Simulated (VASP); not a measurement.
Crystal: Bi.

```xyz
1
Lattice="0.0000 2.6000 2.6000 2.6000 0.0000 2.6000 2.6000 2.6000 0.0000" Properties=species:S:1:pos:R:3 pbc="T T T"
Bi    0.0000    0.0000    0.0000
```

This isn't the form of Bi at room conditions, which is rhombohedral.

| Property | Result |
| --- | --- |
| Program | VASP 6.6.1 |
| Task | relaxation of cell and atoms |
| Functional | LDA |
| Potentials or basis | VASP PAW LDA potentials, release 64 (Bi_d) |
| Cutoff | 500 eV |
| k mesh | 14 × 14 × 14 |
| Occupations | methfessel-paxton, width 0.1 eV |
| Spin | no spin polarisation |

At the start: pressure -7.3 GPa; volume 35.15 Å³/atom.

Task: How do energy, volume and symmetry change on relaxing?

Result: Over 3 steps the energy falls by 147.6 meV/atom and the volume is 29.63 Å³/atom (-15.7 %); space group Fm-3m (No. 225, to 0.1 Å) before and after.

Step by step:
```
step  energy change (eV)  largest force (eV/Å)  pressure (GPa)  volume (Å³)
   1              0.0000                0.0000           -7.27        35.15
   2             -0.1177                0.0000            5.10        27.64
   3             -0.1476                0.0000           -0.04        29.63
```

Final structure:
```
CELL_PARAMETERS angstrom
0.00000 2.45614 2.45614
2.45614 0.00000 2.45614
2.45614 2.45614 0.00000
ATOMIC_POSITIONS crystal
Bi 0.00000 0.00000 0.00000
```

Caveat: the volume moved by over 15 % at a fixed basis, so the end points are rough.
